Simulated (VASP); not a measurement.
# As (Fd-3m) in VASP: notebook, part 2 of 3

VASP 6.6.1. Earlier steps stand in the parts before.

### Step 3. Single point, r2SCAN

This run uses another cell than the first one, of 24.15 Å³/atom.

The input, POSCAR:

```
As
1.0
    0.0000000000      2.8903076545      2.8903076545
    2.8903076545      0.0000000000      2.8903076545
    2.8903076545      2.8903076545      0.0000000000
As
2
Direct
    0.0000000000      0.0000000000      0.0000000000
    0.2500000000      0.2500000000      0.2500000000
```

The input, INCAR.step1:

```
SYSTEM = As
PREC = Accurate ; ENCUT = 520
ISMEAR = 0 ; SIGMA = 0.1
LREAL = .FALSE. ; LASPH = .TRUE.
NELM = 100 ; NBANDS = 12
GGA = PE ; ALGO = Normal
EDIFF = 1E-4 ; LWAVE = .TRUE.
LCHARG = .FALSE.
```

The input, INCAR.step2:

```
SYSTEM = As
PREC = Accurate ; ENCUT = 520
EDIFF = 1E-6 ; ISMEAR = 0
SIGMA = 0.1 ; LREAL = .FALSE.
LASPH = .TRUE. ; NELM = 100
ALGO = Normal ; ISIF = 2
LWAVE = .FALSE. ; LCHARG = .FALSE.
METAGGA = R2SCAN ; LMIXTAU = .TRUE.
NBANDS = 12 ; ISTART = 1
```

The input, KPOINTS:

```
Automatic mesh
0
G
  7 7 7
  0 0 0
```

Potentials or basis: VASP PAW PBE potentials, release 64 (As).

Started as:

```sh
> cat potpaw_PBE.64/As/POTCAR > POTCAR
> cp INCAR.step1 INCAR
> mpirun -np 1 vasp_std > vasp.out
> cp INCAR.step2 INCAR
> mpirun -np 1 vasp_std > vasp.out
```

OUTCAR:

```text
SYSTEM = As
   PREC = Accurate
   ENCUT = 520
   EDIFF = 1E-6
   ISMEAR = 0
   LREAL = .FALSE.
   LASPH = .TRUE.
   NELM = 100
   ISIF = 2
   METAGGA = R2SCAN
   ISTART = 1

 ion  position               nearest neighbor table
   1  0.000  0.000  0.000-   2 2.50   2 2.50   2 2.50   2 2.50
   2  0.250  0.250  0.250-   1 2.50   1 2.50   1 2.50   1 2.50

  LATTYP: Found a face centered cubic cell.
 ALAT       =     5.7806153090

  Lattice vectors:

 A1 = (   0.0000000000,   2.8903076545,   2.8903076545)
 A2 = (   2.8903076545,   0.0000000000,   2.8903076545)
 A3 = (   2.8903076545,   2.8903076545,   0.0000000000)

Analysis of symmetry for initial positions (statically):
=====================================================================
 Subroutine PRICEL returns:
 Original cell was already a primitive cell.

 Routine SETGRP: Setting up the symmetry group for a
 face centered cubic supercell.

 Subroutine GETGRP returns: Found 48 space group operations
 (whereof 24 operations were pure point group operations)
 out of a pool of 48 trial point group operations.

The static configuration has the point symmetry T_d .
 The point group associated with its full space group is O_h .

Analysis of symmetry for dynamics (positions and initial velocities):
=====================================================================
 Subroutine PRICEL returns:
 Original cell was already a primitive cell.

 Routine SETGRP: Setting up the symmetry group for a
 face centered cubic supercell.

 Subroutine GETGRP returns: Found 48 space group operations
 (whereof 24 operations were pure point group operations)
 out of a pool of 48 trial point group operations.

The dynamic configuration has the point symmetry T_d .
 The point group associated with its full space group is O_h .

 Subroutine INISYM returns: Found 48 space group operations
 (whereof 24 operations are pure point group operations),
 and found     1 'primitive' translations

----------------------------------------------------------------------------------------

                                     Primitive cell

  volume of cell :      48.2906

  direct lattice vectors                    reciprocal lattice vectors
     0.000000000  2.890307654  2.890307654    -0.172991965  0.172991965  0.172991965
     2.890307654  0.000000000  2.890307654     0.172991965 -0.172991965  0.172991965
     2.890307654  2.890307654  0.000000000     0.172991965  0.172991965 -0.172991965

  length of vectors
     4.087512284  4.087512284  4.087512284     0.299630872  0.299630872  0.299630872

  position of ions in fractional coordinates (direct lattice)
     0.000000000  0.000000000  0.000000000
     0.250000000  0.250000000  0.250000000

  ion indices of the primitive-cell ions
   primitive index   ion index
                 1           1
                 2           2

----------------------------------------------------------------------------------------

 KPOINTS: Automatic mesh

Automatic generation of k-mesh.
 Grid dimensions read from file:
 generate k-points for:    7    7    7

[... 23 lines left out ...]
  0.428571  0.000000  0.000000      8.000000
  0.142857  0.142857  0.000000      6.000000
  0.285714  0.142857  0.000000     24.000000
[... 12 lines left out ...]
 -0.428571  0.428571  0.142857     24.000000
 -0.285714  0.428571  0.142857     24.000000
   k-points           NKPTS =     20   k-points in BZ     NKDIM =     20   number of bands    NBANDS=     12
   number of dos      NEDOS =    301   number of ions     NIONS =      2
   total plane-waves  NPLWV =  27000
   dimension x,y,z NGX =    30 NGY =   30 NGZ =   30
   dimension x,y,z NGXF=    60 NGYF=   60 NGZF=   60
   ions per type =               2
   NGX,Y,Z   is equivalent  to a cutoff of  12.20, 12.20, 12.20 a.u.
   NGXF,Y,Z  is equivalent  to a cutoff of  24.40, 24.40, 24.40 a.u.
 SYSTEM =  As
   PREC   = accura    normal or accurate (medium, high low for compatibility)
   ISTART =      1    job   : 0-new  1-cont  2-samecut
   ICHARG =      0    charge: 1-file 2-atom 10-const
   ISPIN  =      1    spin polarized calculation?
   LNONCOLLINEAR =      F non collinear calculations
   LSORBIT =      F    spin-orbit coupling
   LASPH  =      T    aspherical Exc in radial PAW
   ENCUT  =  520.0 eV  38.22 Ry    6.18 a.u.   7.60  7.60  7.60*2*pi/ulx,y,z
   NELM   =    100;   NELMIN=  2; NELMDL=  0     # of ELM steps
   EDIFF  = 0.1E-05   stopping-criterion for ELM
   LREAL  =      F    real-space projection
   EDIFFG = 0.1E-04   stopping-criterion for IOM
   NSW    =      0    number of steps for IOM
   IBRION =     -1    ionic relax: 0-MD 1-quasi-New 2-CG
   NFREE  =      0    steps in history (QN), initial steepest desc. (CG)
   ISIF   =      2    stress and relaxation
   ISYM   =      2    0-nonsym 1-usesym 2-fastsym
   POTIM  = 0.5000    time-step for ionic-motion
   TEBEG  =    0.0;   TEEND  =   0.0 temperature during run
   PSTRESS=    0.0 pullay stress
   NELECT =      10.0000    total number of electrons
   NUPDOWN=      -1.0000    fix difference up-down
   EMIN   =  10.00;   EMAX   =-10.00  energy-range for DOS
   EFERMI =   0.00;   METHOD = LEGACY
   ISMEAR =     0;   SIGMA  =   0.10  broadening in eV -4-tet -1-fermi 0-gaus
   EFERMI_NEDOS =   21; number of points for ismear=-14 and -15
   IALGO  =     38    algorithm
   IMIX   =      4    mixing-type and parameters
     AMIX     =   0.40;   BMIX     =  1.00
     AMIX_MAG =   1.60;   BMIX_MAG =  1.00
  volume/ion in A,a.u.               =      24.15       162.94
  Fermi-wavevector in a.u.,A,eV,Ry     =   0.968547  1.830289 12.763402  0.938084
  Thomas-Fermi vector in A             =   2.098526
   LORBIT       =      0    0 simple, 1 ext, 2 COOP (PROOUT), +10 PAW based schemes
   METAGGA = R2SCAN    functional components
   LHFCALC =     F    Hartree Fock is set to
   AEXX    =    0.0000 exact exchange contribution
   IVDW    =     0    specifies the selected vdW correction
   LEPSILON=     F    determine dielectric tensor
   LRPA    =     F    only Hartree local field effects (RPA)
 non-spin polarized calculation
 Gauss-broadening in eV      SIGMA  =   0.10
  energy-cutoff  :      520.00
  volume of cell :       48.29
 maximum number of plane-waves:      1315
   NGX = 15   NGY = 15   NGZ = 15

 number of electron       9.9999998 magnetization

 Free energy of the ion-electron system (eV)
  ---------------------------------------------------
  ext. energy  EPLUGINS =         0.00000000
  ---------------------------------------------------
  free energy    TOTEN  =       -28.32993949 eV

  energy without entropy =      -28.31892300  energy(sigma->0) =      -28.32443124

 E-fermi :   4.6018     XC(G=0):  -9.7211

 val. band max:        4.5875891540   @ k =  -0.4286   0.4286   0.1429
 cond. band min:       4.6745839254   @ k =   0.2857   0.1429   0.0000
 fundamental gap:      0.0869947715
 Fermi energy:         4.6018187406

 k-point     1 :       0.0000    0.0000    0.0000
  band No.  band energies     occupation
      1     -11.3068      2.00000
      2      -0.7237      2.00000
      3       1.6711      2.00000
      4       1.6711      2.00000
      5       1.6711      2.00000
      6       4.8181      0.00222
      7       4.8181      0.00222
      8       4.8181      0.00222
      9       9.8545      0.00000
     10      12.6705      0.00000
     11      12.6705      0.00000
     12      14.8006      0.00000
[... 271 lines left out ...]
 k-point    20 :      -0.2857    0.4286    0.1429
  band No.  band energies     occupation
      1      -8.3324      2.00000
      2      -7.2904      2.00000
      3      -1.6554      2.00000
      4      -0.8445      2.00000
      5       4.7246      0.08245
      6       6.5145      0.00000
      7       7.8500      0.00000
      8       8.0123      0.00000
      9      11.4134      0.00000
     10      13.2302      0.00000
     11      15.0399      0.00000
     12      17.0385      0.00000

------------------------ aborting loop because EDIFF is reached ----------------------------------------

  FORCE on cell =-STRESS in cart. coord.  units (eV):
  Direction    XX          YY          ZZ          XY          YZ          ZX
  --------------------------------------------------------------------------------------
  -------------------------------------------------------------------------------------
  Total        3.0404361      3.0404361      3.0404361      0.0000000      0.0000000     -0.0000000
  in kB      100.8751621    100.8751621    100.8751621      0.0000000      0.0000000     -0.0000000
  external PRESSURE =     100.8751621 kB  Pullay stress =       0.0000000 kB

 VOLUME and BASIS-vectors are now :
 -----------------------------------------------------------------------------
  energy-cutoff  :      520.00
  volume of cell :       48.29
      direct lattice vectors                 reciprocal lattice vectors
     0.000000000  2.890307654  2.890307654    -0.172991965  0.172991965  0.172991965
     2.890307654  0.000000000  2.890307654     0.172991965 -0.172991965  0.172991965
     2.890307654  2.890307654  0.000000000     0.172991965  0.172991965 -0.172991965

 POSITION                                       TOTAL-FORCE (eV/Angst)
 -----------------------------------------------------------------------------------
      0.00000      0.00000      0.00000        -0.000000     -0.000000     -0.000000
      1.44515      1.44515      1.44515         0.000000      0.000000      0.000000
 -----------------------------------------------------------------------------------
    total drift:                                0.000000     -0.000000     -0.000000

  FREE ENERGIE OF THE ION-ELECTRON SYSTEM (eV)
  ---------------------------------------------------
  free  energy   TOTEN  =       -28.3299394938 eV

  energy  without entropy=      -28.3189229953  energy(sigma->0) =      -28.32443124
```

Run time: 21 s. Hardware: 1 thread of Intel Xeon 6975P-C (Granite Rapids), shared host; peak memory 0.16 GiB.

Results:

```
Free energy            : -28.3299 eV
Pressure               : 10.1 GPa
Band gap on the k mesh : zero (bands 5 and 6 overlap by 0.96 eV)
```

Caveat: the cell stands under pressure; the PAW data sets were made with another functional, which shifts forces and pressure a little.

(Continued in part 3 of 3.)
